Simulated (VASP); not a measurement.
Input of a VASP 6.6.1 run:

Contents of INCAR:

```
ALGO = Normal ; DIPOL = 0.5 0.5 0.319
EDIFF = 1E-7 ; ENCUT = 520
GGA = PE ; IDIPOL = 3
ISIF = 2 ; ISMEAR = 0
LASPH = T ; LCHARG = F
LDIPOL = T ; LREAL = Auto
LWAVE = F ; NBANDS = 41
NELM = 60 ; PREC = Accurate
SIGMA = 0.1
```

File KPOINTS:

```
k-points
0
Gamma
  5 4 1
```

Contents of POSCAR:

```
Al16O
1.0
    5.7135165838      0.0000000000      0.0000000000
    0.0000000000      8.0801326417      0.0000000000
    0.0000000000      0.0000000000     19.7432787023
Al O
16 1
Direct
    0.2500000000      0.2500000000      0.2026005944
    0.2500000000      0.7500000000      0.2026005944
    0.7500000000      0.2500000000      0.2026005944
    0.7500000000      0.7500000000      0.2026005944
    0.0000000000      0.0000000000      0.2749482104
    0.0000000000      0.5000000000      0.2749482104
    0.5000000000      0.0000000000      0.2749482104
    0.5000000000      0.5000000000      0.2749482104
    0.2500000000      0.2500000000      0.3495466405
    0.2500000000      0.7500000000      0.3495466405
    0.7500000000      0.2500000000      0.3495466405
    0.7500000000      0.7500000000      0.3495466405
    0.0000000000      0.0000000000      0.4175232912
    0.0000000000      0.5000000000      0.4175232912
    0.5000000000      0.0000000000      0.4175232912
    0.5000000000      0.5000000000      0.4175232912
    0.2500000000      0.2500000000      0.4391412524
```

Potentials or basis: VASP PAW PBE potentials, release 64 (Al, O).

The run is started by

```sh
$ cat potpaw_PBE.64/Al/POTCAR potpaw_PBE.64/O/POTCAR > POTCAR
$ mpirun -np 1 vasp_std > vasp.out
```

(1) Estimate the largest force.

(2) Estimate the band gap on the k mesh.

Results:

(1) 0.927 eV/Å.

(2) zero (bands 27 and 28 overlap by 0.52 eV).
